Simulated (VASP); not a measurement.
# B5As2 (Fmmm) in VASP: single point with PBE

Aim: the single point of B5As2 with PBE.

Everything below comes from runs of VASP 6.6.1. Logs are shortened: lines on timing, memory, paths and dates and some standing lists are left out, and cuts for length are marked.

**1. The cell of the first run**

The structure is orthorhombic, space group Fmmm (No. 69). The conventional cell has a = 4.750 Å, b = 12.726 Å, c = 17.243 Å, α = 90.00°, β = 90.00°, γ = 90.00°. Within 2.2 Å of B (site symmetry mm2) lie 3 B at 1.69 to 1.85 Å and 2 As at 2.15 Å. Within 2.3 Å of B (site symmetry m) lie 3 B at 1.74 to 1.85 Å and 2 As at 2.20 Å. Within 2.2 Å of B (site symmetry m) lie 3 B at 1.66 to 1.76 Å and 2 As at 2.14 Å. Within 2.8 Å of As (site symmetry m) lie 5 B at 2.14 to 2.20 Å.

**2. Single point, PBE**

Input file INCAR:

```
  PREC = Accurate
  ENCUT = 520
  EDIFF = 1E-6
  ISMEAR = 0
  SIGMA = 0.02
  LREAL = False
  LASPH = True
  NELM = 100
  ALGO = Normal
  ISIF = 2
  LWAVE = False
  LCHARG = False
  GGA = PE
  NBANDS = 38
```

Input file KPOINTS:

```
Automatic mesh
0
Gamma
  6 6 6
```

Input file POSCAR:

```
B5As2
1.0
    0.0000000000      6.3630306374      8.6215417813
    2.3749677102      0.0000000000      8.6215417813
    2.3749677102      6.3630306374      0.0000000000
B As
10 4
Direct
    0.0489402312      0.0489402312      0.9510597688
    0.9510597688      0.9510597688      0.0489402312
    0.2057728700      0.5722326248      0.7942271300
    0.5722326248      0.2057728700      0.4277673752
    0.9740764439      0.6141742438      0.0259235561
    0.0259235561      0.3858257562      0.9740764439
    0.6141742438      0.9740764439      0.3858257562
    0.3858257562      0.0259235561      0.6141742438
    0.4277673752      0.7942271300      0.5722326248
    0.7942271300      0.4277673752      0.2057728700
    0.7433067197      0.9858205956      0.0141794044
    0.0141794044      0.2566932803      0.7433067197
    0.2566932803      0.0141794044      0.9858205956
    0.9858205956      0.7433067197      0.2566932803
```

Potentials or basis: VASP PAW PBE potentials, release 64 (B, As).

Launch:

```sh
$ cat potpaw_PBE.64/B/POTCAR potpaw_PBE.64/As/POTCAR > POTCAR
$ mpirun -np 1 vasp_std > vasp.out
```

OUTCAR:

```text
PREC = Accurate
   ENCUT = 520
   EDIFF = 1E-6
   ISMEAR = 0
   LREAL = False
   LASPH = True
   NELM = 100
   ISIF = 2
   GGA = PE

 ion  position               nearest neighbor table
   1  0.049  0.049  0.951-   2 1.69   9 1.85  10 1.85  12 2.15  13 2.15
   2  0.951  0.951  0.049-   1 1.69   3 1.85   4 1.85  11 2.15  14 2.15
   3  0.206  0.572  0.794-   4 1.74   5 1.76   2 1.85  11 2.20  14 2.20
   4  0.572  0.206  0.428-   3 1.74   7 1.76   2 1.85  11 2.20  14 2.20
   5  0.974  0.614  0.026-   6 1.66   7 1.71   3 1.76  11 2.14  14 2.14
   6  0.026  0.386  0.974-   5 1.66   8 1.71  10 1.76  12 2.14  13 2.14
   7  0.614  0.974  0.386-   8 1.66   5 1.71   4 1.76  11 2.14  14 2.14
   8  0.386  0.026  0.614-   7 1.66   6 1.71   9 1.76  12 2.14  13 2.14
   9  0.428  0.794  0.572-  10 1.74   8 1.76   1 1.85  12 2.20  13 2.20
  10  0.794  0.428  0.206-   9 1.74   6 1.76   1 1.85  12 2.20  13 2.20
  11  0.743  0.986  0.014-   5 2.14   7 2.14   2 2.15   3 2.20   4 2.20
  12  0.014  0.257  0.743-   6 2.14   8 2.14   1 2.15   9 2.20  10 2.20
  13  0.257  0.014  0.986-   6 2.14   8 2.14   1 2.15   9 2.20  10 2.20
  14  0.986  0.743  0.257-   5 2.14   7 2.14   2 2.15   3 2.20   4 2.20

  LATTYP: Found a face centered orthorhombic cell.
 ALAT       =     4.7499354204
 B/A-ratio  =     2.6792072204
 C/A-ratio  =     3.6301722100

  Lattice vectors:

 A1 = (   0.0000000000,   6.3630306374,   8.6215417813)
 A2 = (   2.3749677102,   0.0000000000,   8.6215417813)
 A3 = (   2.3749677102,   6.3630306374,   0.0000000000)

Analysis of symmetry for initial positions (statically):
=====================================================================
 Subroutine PRICEL returns:
 Original cell was already a primitive cell.

 Routine SETGRP: Setting up the symmetry group for a
 face centered orthorhombic supercell.

 Subroutine GETGRP returns: Found  8 space group operations
 (whereof  8 operations were pure point group operations)
 out of a pool of  8 trial point group operations.

The static configuration has the point symmetry D_2h.

Analysis of symmetry for dynamics (positions and initial velocities):
=====================================================================
 Subroutine PRICEL returns:
 Original cell was already a primitive cell.

 Routine SETGRP: Setting up the symmetry group for a
 face centered orthorhombic supercell.

 Subroutine GETGRP returns: Found  8 space group operations
 (whereof  8 operations were pure point group operations)
 out of a pool of  8 trial point group operations.

The dynamic configuration has the point symmetry D_2h.

 Subroutine INISYM returns: Found  8 space group operations
 (whereof  8 operations are pure point group operations),
 and found     1 'primitive' translations

----------------------------------------------------------------------------------------

                                     Primitive cell

  volume of cell :     260.5773

  direct lattice vectors                    reciprocal lattice vectors
     0.000000000  6.363030637  8.621541781    -0.210529178  0.078578908  0.057994267
     2.374967710  0.000000000  8.621541781     0.210529178 -0.078578908  0.057994267
     2.374967710  6.363030637  0.000000000     0.210529178  0.078578908 -0.057994267

  length of vectors
    10.715369409  8.942676015  6.791806131     0.232078682  0.232078682  0.232078682

  position of ions in fractional coordinates (direct lattice)
     0.048940231  0.048940231  0.951059769
     0.951059769  0.951059769  0.048940231
     0.205772870  0.572232625  0.794227130
     0.572232625  0.205772870  0.427767375
     0.974076444  0.614174244  0.025923556
     0.025923556  0.385825756  0.974076444
     0.614174244  0.974076444  0.385825756
     0.385825756  0.025923556  0.614174244
     0.427767375  0.794227130  0.572232625
     0.794227130  0.427767375  0.205772870
     0.743306720  0.985820596  0.014179404
     0.014179404  0.256693280  0.743306720
     0.256693280  0.014179404  0.985820596
     0.985820596  0.743306720  0.256693280

  ion indices of the primitive-cell ions
   primitive index   ion index
                 1           1
                 2           2
                 3           3
                 4           4
                 5           5
                 6           6
                 7           7
                 8           8
                 9           9
                10          10
                11          11
                12          12
                13          13
                14          14

----------------------------------------------------------------------------------------

 KPOINTS: Automatic mesh

Automatic generation of k-mesh.
 Grid dimensions read from file:
 generate k-points for:    6    6    6

 Generating k-lattice:

  Cartesian coordinates                     Fractional coordinates (reciprocal lattice)
    -0.035088196  0.013096485  0.009665711     0.166666667  0.000000000  0.000000000
     0.035088196 -0.013096485  0.009665711     0.000000000  0.166666667  0.000000000
     0.035088196  0.013096485 -0.009665711     0.000000000  0.000000000  0.166666667

  Length of vectors
     0.038679780  0.038679780  0.038679780

  Shift w.r.t. Gamma in fractional coordinates (k-lattice)
     0.000000000  0.000000000  0.000000000

 Subroutine IBZKPT returns following result:
 ===========================================

 Found     46 irreducible k-points:

 Following reciprocal coordinates:
            Coordinates               Weight
  0.000000  0.000000  0.000000      1.000000
  0.166667 -0.000000  0.000000      8.000000
  0.333333  0.000000  0.000000      8.000000
  0.500000  0.000000  0.000000      4.000000
  0.166667  0.166667  0.000000      2.000000
  0.333333  0.166667  0.000000      8.000000
[... 16 lines left out ...]
 -0.166667  0.166667  0.166667      8.000000
  0.500000  0.333333  0.166667      4.000000
 [... further k-points ...]
   k-points           NKPTS =     46   k-points in BZ     NKDIM =     46   number of bands    NBANDS=     38
   number of dos      NEDOS =    301   number of ions     NIONS =     14
   total plane-waves  NPLWV = 302400
   dimension x,y,z NGX =    80 NGY =   70 NGZ =   54
   dimension x,y,z NGXF=   160 NGYF=  140 NGZF=  108
   ions per type =              10   4
   NGX,Y,Z   is equivalent  to a cutoff of  12.41, 13.01, 13.22 a.u.
   NGXF,Y,Z  is equivalent  to a cutoff of  24.82, 26.03, 26.44 a.u.
 SYSTEM =  unknown system
   PREC   = accura    normal or accurate (medium, high low for compatibility)
   ISTART =      0    job   : 0-new  1-cont  2-samecut
   ICHARG =      2    charge: 1-file 2-atom 10-const
   ISPIN  =      1    spin polarized calculation?
   LNONCOLLINEAR =      F non collinear calculations
   LSORBIT =      F    spin-orbit coupling
   LASPH  =      T    aspherical Exc in radial PAW
   ENCUT  =  520.0 eV  38.22 Ry    6.18 a.u.  19.92 16.63 12.63*2*pi/ulx,y,z
   NELM   =    100;   NELMIN=  2; NELMDL= -5     # of ELM steps
   EDIFF  = 0.1E-05   stopping-criterion for ELM
   LREAL  =      F    real-space projection
   EDIFFG = 0.1E-04   stopping-criterion for IOM
   NSW    =      0    number of steps for IOM
   IBRION =     -1    ionic relax: 0-MD 1-quasi-New 2-CG
   NFREE  =      0    steps in history (QN), initial steepest desc. (CG)
   ISIF   =      2    stress and relaxation
   ISYM   =      2    0-nonsym 1-usesym 2-fastsym
   POTIM  = 0.5000    time-step for ionic-motion
   TEBEG  =    0.0;   TEEND  =   0.0 temperature during run
   PSTRESS=    0.0 pullay stress
   NELECT =      50.0000    total number of electrons
   NUPDOWN=      -1.0000    fix difference up-down
   EMIN   =  10.00;   EMAX   =-10.00  energy-range for DOS
   EFERMI =   0.00;   METHOD = LEGACY
   ISMEAR =     0;   SIGMA  =   0.02  broadening in eV -4-tet -1-fermi 0-gaus
   EFERMI_NEDOS =   21; number of points for ismear=-14 and -15
   IALGO  =     38    algorithm
   IMIX   =      4    mixing-type and parameters
     AMIX     =   0.40;   BMIX     =  1.00
     AMIX_MAG =   1.60;   BMIX_MAG =  1.00
  volume/ion in A,a.u.               =      18.61       125.60
  Fermi-wavevector in a.u.,A,eV,Ry     =   0.944248  1.784369 12.131006  0.891604
  Thomas-Fermi vector in A             =   2.072034
   LORBIT       =      0    0 simple, 1 ext, 2 COOP (PROOUT), +10 PAW based schemes
   GGA     = PE    functional components
   LHFCALC =     F    Hartree Fock is set to
   AEXX    =    0.0000 exact exchange contribution
   IVDW    =     0    specifies the selected vdW correction
   LEPSILON=     F    determine dielectric tensor
   LRPA    =     F    only Hartree local field effects (RPA)
 non-spin polarized calculation
 Gauss-broadening in eV      SIGMA  =   0.02
  energy-cutoff  :      520.00
  volume of cell :      260.58
 maximum number of plane-waves:      7042
   NGX = 39   NGY = 33   NGZ = 25

 number of electron      50.0000000 magnetization

 Free energy of the ion-electron system (eV)
  ---------------------------------------------------
  ext. energy  EPLUGINS =         0.00000000
  ---------------------------------------------------
  free energy    TOTEN  =       -79.98495783 eV

  energy without entropy =      -79.98495783  energy(sigma->0) =      -79.98495783

 E-fermi :   1.9191     XC(G=0):  -7.8224

 val. band max:        1.7685513283   @ k =   0.0000   0.0000   0.0000
 cond. band min:       2.6456241079   @ k =   0.0000   0.0000   0.0000
 fundamental gap:      0.8770727797
 Fermi energy:         1.9190708055

 k-point     1 :       0.0000    0.0000    0.0000
  band No.  band energies     occupation
      1     -13.6284      2.00000
      2     -13.3636      2.00000
      3      -9.8277      2.00000
      4      -9.5931      2.00000
      5      -8.0393      2.00000
      6      -6.1598      2.00000
[... 29 lines left out ...]
     36       7.1844      0.00000
     37       7.6085      0.00000
[... 918 lines left out ...]
     36       6.9875      0.00000
     37       7.2505      0.00000

 [... further k-points ...]

 [bands above 37 left out]

------------------------ aborting loop because EDIFF is reached ----------------------------------------

  FORCE on cell =-STRESS in cart. coord.  units (eV):
  Direction    XX          YY          ZZ          XY          YZ          ZX
  --------------------------------------------------------------------------------------
  -------------------------------------------------------------------------------------
  Total        0.2135948      0.8117837      0.2342327      0.0000000      0.0000000      0.0000000
  in kB        1.3133020      4.9913065      1.4401957      0.0000000      0.0000000      0.0000000
  external PRESSURE =       2.5816014 kB  Pullay stress =       0.0000000 kB

 VOLUME and BASIS-vectors are now :
 -----------------------------------------------------------------------------
  energy-cutoff  :      520.00
  volume of cell :      260.58
      direct lattice vectors                 reciprocal lattice vectors
     0.000000000  6.363030637  8.621541781    -0.210529178  0.078578908  0.057994267
     2.374967710  0.000000000  8.621541781     0.210529178 -0.078578908  0.057994267
     2.374967710  6.363030637  0.000000000     0.210529178  0.078578908 -0.057994267

 POSITION                                       TOTAL-FORCE (eV/Angst)
 -----------------------------------------------------------------------------------
      2.37497      6.36303      0.84388         0.000000     -0.000000     -0.041521
      2.37497      6.36303     16.39920         0.000000     -0.000000      0.041521
      3.24530      6.36303      6.70761        -0.034869     -0.000000      0.010343
      1.50464      6.36303      6.70761         0.034869     -0.000000      0.010343
      1.52021      6.36303     13.69317        -0.028575     -0.000000     -0.037243
      3.22972      6.36303      3.54991         0.028575     -0.000000      0.037243
      3.22972      6.36303     13.69317         0.028575     -0.000000     -0.037243
      1.52021      6.36303      3.54991        -0.028575     -0.000000      0.037243
      3.24530      6.36303     10.53548        -0.034869     -0.000000     -0.010343
      1.50464      6.36303     10.53548         0.034869     -0.000000     -0.010343
      2.37497      4.81991     14.90774         0.000000     -0.129627      0.004250
      2.37497      4.81991      2.33534         0.000000     -0.129627     -0.004250
      2.37497      7.90615      2.33534         0.000000      0.129627     -0.004250
      2.37497      7.90615     14.90774         0.000000      0.129627      0.004250
 -----------------------------------------------------------------------------------
    total drift:                               -0.000000     -0.000000      0.000000

  FREE ENERGIE OF THE ION-ELECTRON SYSTEM (eV)
  ---------------------------------------------------
  free  energy   TOTEN  =       -79.9849578299 eV

  energy  without entropy=      -79.9849578299  energy(sigma->0) =      -79.98495783
```

Wall time 11 min (1 thread of Intel Xeon Platinum 8488C (Sapphire Rapids), shared host); peak memory 0.82 GiB.

Results:

```yaml
Free_energy: -79.9850 eV
Pressure: 0.3 GPa
Largest_force: 0.130 eV/Å
Band_gap_on_the_k_mesh: 0.88 eV, direct
```

Forces in eV/Å, atoms in the order of the input:
```
B    0.000  0.000 -0.042
B    0.000  0.000  0.042
B   -0.035  0.000  0.010
B    0.035  0.000  0.010
B   -0.029  0.000 -0.037
B    0.029  0.000  0.037
B    0.029  0.000 -0.037
B   -0.029  0.000  0.037
B   -0.035  0.000 -0.010
B    0.035  0.000 -0.010
As   0.000 -0.130  0.004
As   0.000 -0.130 -0.004
As   0.000  0.130 -0.004
As   0.000  0.130  0.004
```

Stress tensor (GPa, compression positive):
```
0.13 0.00 0.00
0.00 0.50 0.00
0.00 0.00 0.14
```

A k mesh can miss the band edges. As with any semilocal functional, this PBE gap is likely too small.
